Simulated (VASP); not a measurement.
Write the native input for VASP 6.6.1 that does the following.

```yaml
Task: single point
Functional: PBE
Potentials_or_basis: VASP PAW PBE potentials, release 64 (Ho, C)
Cutoff: 520 eV
k_mesh: 5 × 5 × 5
Occupations: gaussian, width 0.05 eV
Spin: collinear spin, ferromagnetic start
Starting_moments: "[4.0, 0.0] μB"
Hubbard_terms: Ho f U = 6.0 eV
Dipole_correction: no
Further_INCAR_settings: ALGO = Normal; EDIFF = 1e-06; NBANDS = 24
```

The structure of HoC lies in POSCAR:

```
HoC
1.0
    2.9774311339      0.0000000000      0.0000000000
    0.0000000000      2.9774311339      0.0000000000
    0.0000000000      0.0000000000      2.9774311339
Ho C
1 1
Direct
    0.0000000000      0.0000000000      0.0000000000
    0.5000000000      0.5000000000      0.5000000000
```

One way to write it, as run:

INCAR

```
  PREC = Accurate
  ENCUT = 520
  EDIFF = 1E-6
  ISMEAR = 0
  SIGMA = 0.05
  LREAL = F
  LASPH = T
  NELM = 150
  ALGO = Normal
  ISIF = 2
  LWAVE = F
  LCHARG = F
  ISPIN = 2
  MAGMOM = 4 0
  LORBIT = 11
  LMAXMIX = 6
  LDAU = T
  LDAUTYPE = 2
  LDAUL = 3 -1
  LDAUU = 6 0
  LDAUJ = 0 0
  LDAUPRINT = 1
  GGA = PE
  NBANDS = 24
```

KPOINTS

```
regular mesh
0
Gamma
  5 5 5
```

Potentials or basis: VASP PAW PBE potentials, release 64 (Ho, C).

Run with:

```bash
$ cat potpaw_PBE.64/Ho/POTCAR potpaw_PBE.64/C/POTCAR > POTCAR
$ mpirun -np 1 vasp_std > vasp.out
```

Results of the run:

```json
{
  "Pressure": "15.4 GPa",
  "Net moment": "3.73 μB per cell",
  "Site moments": "Ho +3.87; C -0.12 μB",
  "Valence electrons inside the program's atomic spheres": "Ho 18.61; C 2.27"
}
```

Caveat: the k points lie up to 0.42 Å⁻¹ apart; the magnetic or orbital state may not be the lowest.

Wall time 2.8 min on 1 thread of Intel Xeon 8259CL (shared host), peak memory 0.17 GiB.
